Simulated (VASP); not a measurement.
# BAs (F-43m) in VASP: further runs

BAs is run at these levels: LDA; tasks: single point, relaxation of cell and atoms.

Everything below comes from runs of VASP 6.6.1. Logs are shortened: lines on timing, memory, paths and dates and some standing lists are left out, and cuts for length are marked.

### 1 The cell of the first run

It takes space group F-43m (No. 216, cubic). Conventional cell: a = 4.722 Å, b = 4.722 Å, c = 4.722 Å, α = 90.00°, β = 90.00°, γ = 90.00°. B (site symmetry -43m) has 4 As at 2.04 Å within 2.7 Å. Within 2.7 Å of As (site symmetry -43m) lie 4 B at 2.04 Å.

### 2 Single point, LDA

INCAR

```
SYSTEM = BAs
PREC = Accurate
ENCUT = 520
EDIFF = 1E-6
ISMEAR = 0
SIGMA = 0.01
LREAL = .FALSE.
LASPH = .TRUE.
NELM = 100
ALGO = Normal
ISIF = 2
LWAVE = .FALSE.
LCHARG = .FALSE.
NBANDS = 11
```

KPOINTS

```
Automatic mesh
0
G
  10 10 10
  0 0 0
```

POSCAR

```
BAs
1.0
    0.0000000000      2.3608039374      2.3608039374
    2.3608039374      0.0000000000      2.3608039374
    2.3608039374      2.3608039374      0.0000000000
B As
1 1
Direct
    0.0000000000      0.0000000000      0.0000000000
    0.7500000000      0.7500000000      0.7500000000
```

Potentials or basis: VASP PAW LDA potentials, release 64 (B, As).

Run with:

```bash
cat potpaw_LDA.64/B/POTCAR potpaw_LDA.64/As/POTCAR > POTCAR
mpirun -np 1 vasp_std > vasp.out
```

OUTCAR:

```text
SYSTEM = BAs
   PREC = Accurate
   ENCUT = 520
   EDIFF = 1E-6
   ISMEAR = 0
   LREAL = .FALSE.
   LASPH = .TRUE.
   NELM = 100
   ISIF = 2

 ion  position               nearest neighbor table
   1  0.000  0.000  0.000-   2 2.04   2 2.04   2 2.04   2 2.04
   2  0.750  0.750  0.750-   1 2.04   1 2.04   1 2.04   1 2.04

  LATTYP: Found a face centered cubic cell.
 ALAT       =     4.7216078748

  Lattice vectors:

 A1 = (   0.0000000000,   2.3608039374,   2.3608039374)
 A2 = (   2.3608039374,   0.0000000000,   2.3608039374)
 A3 = (   2.3608039374,   2.3608039374,   0.0000000000)

Analysis of symmetry for initial positions (statically):
=====================================================================
 Subroutine PRICEL returns:
 Original cell was already a primitive cell.

 Routine SETGRP: Setting up the symmetry group for a
 face centered cubic supercell.

 Subroutine GETGRP returns: Found 24 space group operations
 (whereof 24 operations were pure point group operations)
 out of a pool of 48 trial point group operations.

The static configuration has the point symmetry T_d .

Analysis of symmetry for dynamics (positions and initial velocities):
=====================================================================
 Subroutine PRICEL returns:
 Original cell was already a primitive cell.

 Routine SETGRP: Setting up the symmetry group for a
 face centered cubic supercell.

 Subroutine GETGRP returns: Found 24 space group operations
 (whereof 24 operations were pure point group operations)
 out of a pool of 48 trial point group operations.

The dynamic configuration has the point symmetry T_d .

 Subroutine INISYM returns: Found 24 space group operations
 (whereof 24 operations are pure point group operations),
 and found     1 'primitive' translations

----------------------------------------------------------------------------------------

                                     Primitive cell

  volume of cell :      26.3154

  direct lattice vectors                    reciprocal lattice vectors
     0.000000000  2.360803937  2.360803937    -0.211792259  0.211792259  0.211792259
     2.360803937  0.000000000  2.360803937     0.211792259 -0.211792259  0.211792259
     2.360803937  2.360803937  0.000000000     0.211792259  0.211792259 -0.211792259

  length of vectors
     3.338680946  3.338680946  3.338680946     0.366834954  0.366834954  0.366834954

  position of ions in fractional coordinates (direct lattice)
     0.000000000  0.000000000  0.000000000
     0.750000000  0.750000000  0.750000000

  ion indices of the primitive-cell ions
   primitive index   ion index
                 1           1
                 2           2

----------------------------------------------------------------------------------------

 KPOINTS: Automatic mesh

Automatic generation of k-mesh.
 Grid dimensions read from file:
 generate k-points for:   10   10   10

 Generating k-lattice:

  Cartesian coordinates                     Fractional coordinates (reciprocal lattice)
    -0.021179226  0.021179226  0.021179226     0.100000000  0.000000000  0.000000000
     0.021179226 -0.021179226  0.021179226     0.000000000  0.100000000  0.000000000
     0.021179226  0.021179226 -0.021179226     0.000000000  0.000000000  0.100000000

  Length of vectors
     0.036683495  0.036683495  0.036683495

  Shift w.r.t. Gamma in fractional coordinates (k-lattice)
     0.000000000  0.000000000  0.000000000

 Subroutine IBZKPT returns following result:
 ===========================================

 Found     47 irreducible k-points:

 Following reciprocal coordinates:
            Coordinates               Weight
  0.000000  0.000000  0.000000      1.000000
  0.100000  0.000000  0.000000      8.000000
  0.200000  0.000000  0.000000      8.000000
  0.300000  0.000000  0.000000      8.000000
  0.400000  0.000000  0.000000      8.000000
  0.500000  0.000000  0.000000      4.000000
[... 16 lines left out ...]
  0.300000  0.300000  0.000000      6.000000
  0.400000  0.300000  0.000000     24.000000
 [... further k-points ...]
   k-points           NKPTS =     47   k-points in BZ     NKDIM =     47   number of bands    NBANDS=     11
   number of dos      NEDOS =    301   number of ions     NIONS =      2
   total plane-waves  NPLWV =  21952
   dimension x,y,z NGX =    28 NGY =   28 NGZ =   28
   dimension x,y,z NGXF=    56 NGYF=   56 NGZF=   56
   ions per type =               1   1
   NGX,Y,Z   is equivalent  to a cutoff of  13.94, 13.94, 13.94 a.u.
   NGXF,Y,Z  is equivalent  to a cutoff of  27.88, 27.88, 27.88 a.u.
 SYSTEM =  BAs
   PREC   = accura    normal or accurate (medium, high low for compatibility)
   ISTART =      0    job   : 0-new  1-cont  2-samecut
   ICHARG =      2    charge: 1-file 2-atom 10-const
   ISPIN  =      1    spin polarized calculation?
   LNONCOLLINEAR =      F non collinear calculations
   LSORBIT =      F    spin-orbit coupling
   LASPH  =      T    aspherical Exc in radial PAW
   ENCUT  =  520.0 eV  38.22 Ry    6.18 a.u.   6.21  6.21  6.21*2*pi/ulx,y,z
   NELM   =    100;   NELMIN=  2; NELMDL= -5     # of ELM steps
   EDIFF  = 0.1E-05   stopping-criterion for ELM
   LREAL  =      F    real-space projection
   EDIFFG = 0.1E-04   stopping-criterion for IOM
   NSW    =      0    number of steps for IOM
   IBRION =     -1    ionic relax: 0-MD 1-quasi-New 2-CG
   NFREE  =      0    steps in history (QN), initial steepest desc. (CG)
   ISIF   =      2    stress and relaxation
   ISYM   =      2    0-nonsym 1-usesym 2-fastsym
   POTIM  = 0.5000    time-step for ionic-motion
   TEBEG  =    0.0;   TEEND  =   0.0 temperature during run
   PSTRESS=    0.0 pullay stress
   NELECT =       8.0000    total number of electrons
   NUPDOWN=      -1.0000    fix difference up-down
   EMIN   =  10.00;   EMAX   =-10.00  energy-range for DOS
   EFERMI =   0.00;   METHOD = LEGACY
   ISMEAR =     0;   SIGMA  =   0.01  broadening in eV -4-tet -1-fermi 0-gaus
   EFERMI_NEDOS =   21; number of points for ismear=-14 and -15
   IALGO  =     38    algorithm
   IMIX   =      4    mixing-type and parameters
     AMIX     =   0.40;   BMIX     =  1.00
     AMIX_MAG =   1.60;   BMIX_MAG =  1.00
  volume/ion in A,a.u.               =      13.16        88.79
  Fermi-wavevector in a.u.,A,eV,Ry     =   1.100783  2.080178 16.486485  1.211722
  Thomas-Fermi vector in A             =   2.237199
   LORBIT       =      0    0 simple, 1 ext, 2 COOP (PROOUT), +10 PAW based schemes
   GGA     = CA    functional components
   LHFCALC =     F    Hartree Fock is set to
   AEXX    =    0.0000 exact exchange contribution
   IVDW    =     0    specifies the selected vdW correction
   LEPSILON=     F    determine dielectric tensor
   LRPA    =     F    only Hartree local field effects (RPA)
 non-spin polarized calculation
 Gauss-broadening in eV      SIGMA  =   0.01
  energy-cutoff  :      520.00
  volume of cell :       26.32
 maximum number of plane-waves:       725
 NGX is ok and might be reduce to    28
   NGX = 13   NGY = 13   NGZ = 13

 number of electron       8.0000000 magnetization

 Free energy of the ion-electron system (eV)
  ---------------------------------------------------
  ext. energy  EPLUGINS =         0.00000000
  ---------------------------------------------------
  free energy    TOTEN  =       -12.92429840 eV

  energy without entropy =      -12.92429840  energy(sigma->0) =      -12.92429840

 E-fermi :   6.6396     XC(G=0): -10.9303

 val. band max:        6.5575272918   @ k =   0.0000   0.0000   0.0000
 cond. band min:       7.6483235439   @ k =   0.4000   0.4000   0.0000
 fundamental gap:      1.0907962522
 Fermi energy:         6.6396307602

 k-point     1 :       0.0000    0.0000    0.0000
  band No.  band energies     occupation
      1      -9.1408      2.00000
      2       6.5575      2.00000
      3       6.5575      2.00000
      4       6.5575      2.00000
      5       9.8527      0.00000
      6       9.8527      0.00000
      7       9.8527      0.00000
      8      11.7014      0.00000
      9      16.0927      0.00000
     10      19.7371      0.00000
     11      19.7371      0.00000

 k-point     2 :       0.1000    0.0000    0.0000
  band No.  band energies     occupation
      1      -8.9718      2.00000
      2       5.1477      2.00000
      3       6.2438      2.00000
      4       6.2438      2.00000
      5      10.0620      0.00000
      6      10.2637      0.00000
      7      10.2637      0.00000
      8      12.4864      0.00000
      9      16.7624      0.00000
     10      18.5612      0.00000
     11      18.5612      0.00000

 k-point     3 :       0.2000    0.0000    0.0000
  band No.  band energies     occupation
      1      -8.4727      2.00000
      2       2.7319      2.00000
      3       5.6502      2.00000
      4       5.6502      2.00000
      5       9.9164      0.00000
      6      10.9961      0.00000
      7      10.9961      0.00000
      8      13.9695      0.00000
      9      17.7849      0.00000
     10      17.8104      0.00000
     11      17.8104      0.00000

 k-point     4 :       0.3000    0.0000    0.0000
  band No.  band energies     occupation
      1      -7.6790      2.00000
      2       0.3790      2.00000
      3       5.1279      2.00000
      4       5.1279      2.00000
      5       9.6789      0.00000
      6      11.3893      0.00000
      7      11.3893      0.00000
      8      15.0692      0.00000
      9      17.9450      0.00000
     10      18.2784      0.00000
     11      18.2784      0.00000
[... 239 lines left out ...]
 k-point    22 :      -0.2000    0.2000    0.0000
  band No.  band energies     occupation
      1      -7.4078      2.00000
      2       1.0242      2.00000
      3       2.3383      2.00000
      4       5.2243      2.00000
      5      10.5877      0.00000
      6      11.7360      0.00000
      7      12.6498      0.00000
      8      13.6709      0.00000
      9      16.4880      0.00000
     10      19.2328      0.00000
     11      20.9644      0.00000

 k-point    23 :       0.3000    0.3000    0.0000
  band No.  band energies     occupation
      1      -7.1675      2.00000
      2       1.3467      2.00000
      3       3.2528      2.00000
      4       3.2528      2.00000
      5       7.8840      0.00000
      6      10.1721      0.00000
      7      15.1592      0.00000
      8      15.1592      0.00000
      9      17.7768      0.00000
     10      21.8207      0.00000
     11      21.9245      0.00000

 k-point    24 :       0.4000    0.3000    0.0000
  band No.  band energies     occupation
      1      -6.4156      2.00000
      2       0.0642      2.00000
      3       2.4357      2.00000
      4       2.9472      2.00000
      5       8.1885      0.00000
      6       9.9046      0.00000
      7      15.5687      0.00000
      8      15.7784      0.00000
      9      18.7606      0.00000
     10      22.6511      0.00000
     11      22.6964      0.00000

 [... further k-points ...]
[... 5 lines left out ...]
  --------------------------------------------------------------------------------------
  -------------------------------------------------------------------------------------
  Total        0.3263621      0.3263621      0.3263621     -0.0000000      0.0000000     -0.0000000
  in kB       19.8701228     19.8701228     19.8701228     -0.0000000      0.0000000     -0.0000000
  external PRESSURE =      19.8701228 kB  Pullay stress =       0.0000000 kB

 VOLUME and BASIS-vectors are now :
 -----------------------------------------------------------------------------
  energy-cutoff  :      520.00
  volume of cell :       26.32
      direct lattice vectors                 reciprocal lattice vectors
     0.000000000  2.360803937  2.360803937    -0.211792259  0.211792259  0.211792259
     2.360803937  0.000000000  2.360803937     0.211792259 -0.211792259  0.211792259
     2.360803937  2.360803937  0.000000000     0.211792259  0.211792259 -0.211792259

 POSITION                                       TOTAL-FORCE (eV/Angst)
 -----------------------------------------------------------------------------------
      0.00000      0.00000      0.00000        -0.000000      0.000000     -0.000000
      3.54121      3.54121      3.54121         0.000000     -0.000000      0.000000
 -----------------------------------------------------------------------------------
    total drift:                                0.000000      0.000000      0.000000

  FREE ENERGIE OF THE ION-ELECTRON SYSTEM (eV)
  ---------------------------------------------------
  free  energy   TOTEN  =       -12.9242983975 eV

  energy  without entropy=      -12.9242983975  energy(sigma->0) =      -12.92429840
```

Run time: 33 s. Hardware: 1 thread of AMD EPYC 7R13, shared host; peak memory 0.12 GiB.

Results:

```
Free energy            : -12.9243 eV
Pressure               : 2.0 GPa
Band gap on the k mesh : 1.09 eV, indirect (least direct gap 3.30 eV)
```

A k mesh can miss the band edges. Expect the measured gap to be larger: semilocal functionals such as LDA lack the derivative discontinuity.

### 3 Relaxation of cell and atoms, LDA, target pressure 1 GPa, at which the enthalpy is minimised

This run uses another cell than the first one, of 13.25 Å³/atom, 1.007 times its volume.

INCAR

```
SYSTEM = BAs
PREC     = Accurate       ! precision mode
ENCUT    = 600            ! plane-wave cutoff, eV
EDIFF    = 1E-6           ! SCF threshold, eV
ISMEAR   = 0              ! smearing method
SIGMA    = 0.01           ! smearing width, eV
LREAL    = .FALSE.        ! projectors in reciprocal space
LASPH    = .TRUE.         ! aspherical terms in the spheres
NELM     = 60             ! most SCF steps
ALGO     = Normal         ! electronic algorithm
ISIF     = 3              ! what is computed and relaxed
LWAVE    = .FALSE.        ! write WAVECAR
LCHARG   = .FALSE.        ! write CHGCAR
GGA      = CA             ! functional
IBRION   = 2              ! ionic algorithm
NSW      = 80             ! ionic steps
EDIFFG   = -0.001         ! ionic threshold
PSTRESS  = 10.0
```

KPOINTS is that of step 2.

POSCAR

```
BAs
1.0
    0.0000000000      2.3660397162      2.3660397162
    2.3660397162      0.0000000000      2.3660397162
    2.3660397162      2.3660397162      0.0000000000
B As
1 1
Direct
    0.0000000000      0.0000000000      0.0000000000
    0.7500000000      0.7500000000      0.7500000000
```

Potentials or basis: VASP PAW LDA potentials, release 64 (B, As).

Run with:

```bash
cat potpaw_LDA.64/B/POTCAR potpaw_LDA.64/As/POTCAR > POTCAR
mpirun -np 1 vasp_std > vasp.out
```

It took 39 s on 1 thread of AMD EPYC 7R13, shared host; peak memory 0.13 GiB.

Results (log left out):

- Free energy: -12.9268 eV
- Relaxed volume: 13.24 Å³/atom
- Relaxed cell: a = 3.346 Å, b = 3.346 Å, c = 3.346 Å, α = 60.00°, β = 60.00°, γ = 60.00°
- Space group after relaxing (to 0.05 Å): F-43m (No. 216)
- Energy change on relaxing (the enthalpy is what falls): +0.0 meV/atom
- Ionic steps: 4
- Pressure after relaxing: 1.0 GPa
- Band gap on the k mesh: 1.10 eV, indirect (least direct gap 3.29 eV)

Final structure:
```yaml
crystal:
  lattice:
    - [0.00000, 2.36589, 2.36589]
    - [2.36589, 0.00000, 2.36589]
    - [2.36589, 2.36589, 0.00000]
  atoms:
    - { symbol: B, position: [0.00000, 0.00000, 0.00000] }
    - { symbol: As, position: [0.75000, 0.75000, 0.75000] }
```

Levels at points of the mesh, in eV from the valence-band top:
| k point | band 2 | band 3 | band 4 | band 5 | band 6 | band 7 |
| --- | --- | --- | --- | --- | --- | --- |
| (0.00, 0.00, 0.00) | 0.00 | 0.00 | 0.00 | 3.29 | 3.29 | 3.29 |
| (0.50, 0.00, 0.00) | -8.97 | -1.87 | -1.87 | 2.86 | 4.78 | 4.78 |
| (0.50, 0.50, 0.00) | -8.59 | -4.20 | -4.20 | 1.32 | 1.38 | 11.51 |

Caveat: the cell is relaxed towards a set pressure, so the enthalpy falls and the energy may rise. A k mesh can miss the band edges.

### 4 Single point, LDA

This run uses another cell than the first one, of 10.64 Å³/atom, 0.808 times its volume.

INCAR

```
SYSTEM = BAs
  ALGO = Normal
  EDIFF = 1E-6
  ENCUT = 500
  GGA = CA
  GGA_COMPAT = .False.
  ISIF = 2
  ISMEAR = 0
  LASPH = .True.
  LCHARG = .False.
  LREAL = .False.
  LWAVE = .False.
  NBANDS = 11
  NELM = 120
  PREC = Accurate
  SIGMA = 0.01
```

KPOINTS

```
k-points
0
Gamma
  10 10 10
  0 0 0
```

POSCAR

```
BAs
1.0
    0.0000000000      2.1991186244      2.1991186244
    2.1991186244      0.0000000000      2.1991186244
    2.1991186244      2.1991186244      0.0000000000
B As
1 1
Direct
    0.0000000000      0.0000000000      0.0000000000
    0.7500000000      0.7500000000      0.7500000000
```

Run with:

```bash
cat potpaw_LDA.64/B/POTCAR potpaw_LDA.64/As/POTCAR > POTCAR
mpirun -np 1 vasp_std > vasp.out
```

Run time: 3 s. Hardware: 1 thread of Intel Xeon 6975P-C (Granite Rapids), shared host; peak memory 0.13 GiB.

It converged, with:

| Quantity | Value |
| --- | --- |
| Free energy | -12.1930 eV |
| Pressure | 52.5 GPa |
| Band gap on the k mesh | 0.89 eV, indirect (least direct gap 3.63 eV) |

Levels at points of the mesh, in eV from the valence-band top:
```tsv
k point	band 1	band 2	band 3	band 4	band 5	band 6	band 7	band 8	band 9
(0.00, 0.00, 0.00)	-17.88	0.00	0.00	0.00	3.63	3.63	3.63	7.97	10.87
(0.50, 0.00, 0.00)	-14.02	-10.79	-2.27	-2.27	4.34	5.03	5.03	9.08	14.57
(0.50, 0.50, 0.00)	-12.35	-9.95	-5.21	-5.21	1.08	1.12	13.76	13.76	15.10
```

A k mesh can miss the band edges.

(Part 1 of 2 ends here.)
